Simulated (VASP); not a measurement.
Write the native input for VASP 6.6.1 that does the following.

```yaml
Task: electric field gradients
Functional: PBEsol
Potentials_or_basis: VASP PAW PBE potentials, release 64 (Si, C)
Cutoff: 520 eV
k_mesh: 15 × 15 × 8
Occupations: fermi-dirac, width 0.08 eV
Spin: no spin polarisation
Dipole_correction: no
Further_INCAR_settings: ALGO = Normal; EDIFF = 1e-08; NBANDS = 16
```

The structure of SiC lies in POSCAR:

```
SiC
1.0
    3.0862175446      0.0000000000      0.0000000000
   -1.5431087723      2.6727427953      0.0000000000
    0.0000000000      0.0000000000      5.0647708873
Si C
2 2
Direct
    0.3333333333      0.6666666667      0.0000000000
    0.6666666667      0.3333333333      0.5000000000
    0.3333333333      0.6666666667      0.3850000000
    0.6666666667      0.3333333333      0.8850000000
```

This cell differs from its parent crystal: volume scaled by 1.01.

These files were run (other wordings do the same):

INCAR

```
SYSTEM = SiC
PREC = Accurate
ENCUT = 520
EDIFF = 1E-8
ISMEAR = -1
SIGMA = 0.08
LREAL = .FALSE.
LASPH = .TRUE.
NELM = 60
ALGO = Normal
ISIF = 2
LWAVE = .FALSE.
LCHARG = .FALSE.
GGA = PS
LEFG = .TRUE.
NBANDS = 16
```

KPOINTS

```
Automatic mesh
0
G
  15 15 8
  0 0 0
```

Potentials or basis: VASP PAW PBE potentials, release 64 (Si, C).

The run is started by

```sh
$ cat potpaw_PBE.64/Si/POTCAR potpaw_PBE.64/C/POTCAR > POTCAR
$ mpirun -np 1 vasp_std > vasp.out
```

It gave:

```json
{
  "Pressure": "-1.6 GPa",
  "Largest force": "0.736 eV/Å",
  "Band gap on the k mesh": "2.18 eV, indirect (least direct gap 3.95 eV)"
}
```

Caveat: without QUAD_EFG the Cq values of the log hold for a quadrupole moment of 1 mb, not for the nuclei; the PAW data sets were made with another functional, which shifts forces and pressure a little.

Run time: 57 s on 1 thread of Intel Xeon 6975P-C, on a shared host, peak memory 0.21 GiB.
